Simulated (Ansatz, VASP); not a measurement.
## ZnO in VASP and in Ansatz

```
CELL_PARAMETERS angstrom
2.64617 0.00000 0.00000
0.00000 2.64617 0.00000
0.00000 0.00000 2.64617
ATOMIC_POSITIONS crystal
Zn 0.00000 0.00000 0.00000
O 0.50000 0.50000 0.50000
```

Alike in both runs: task single point; functional PBE-based screened hybrid; k mesh 4 × 4 × 4; occupations fermi-dirac, width 0.02 eV; no spin polarisation.

|  | VASP | Ansatz |
| --- | --- | --- |
| version | VASP 6.6.1 | Ansatz 0.2.0 |
| potentials or method | VASP PAW PBE potentials, release 64 (Zn, O) | plane waves |
| plane-wave cutoff (eV) | 520 | 420 |
| valence electrons in the cell | 18 | 18 |

```csv
,VASP,Ansatz,Ansatz less VASP
gap on the k mesh at the Fermi level (eV),3.35,3.33,-0.023
pressure (GPa),-6.4,-7.2,-0.80
```

VASP's potentials were made for PBE, not for PBE-based screened hybrid. Ansatz's warnings: stress exchange threshold loose, stress scf threshold loose.

The k mesh is coarse, so the values compare programs but aren't converged.
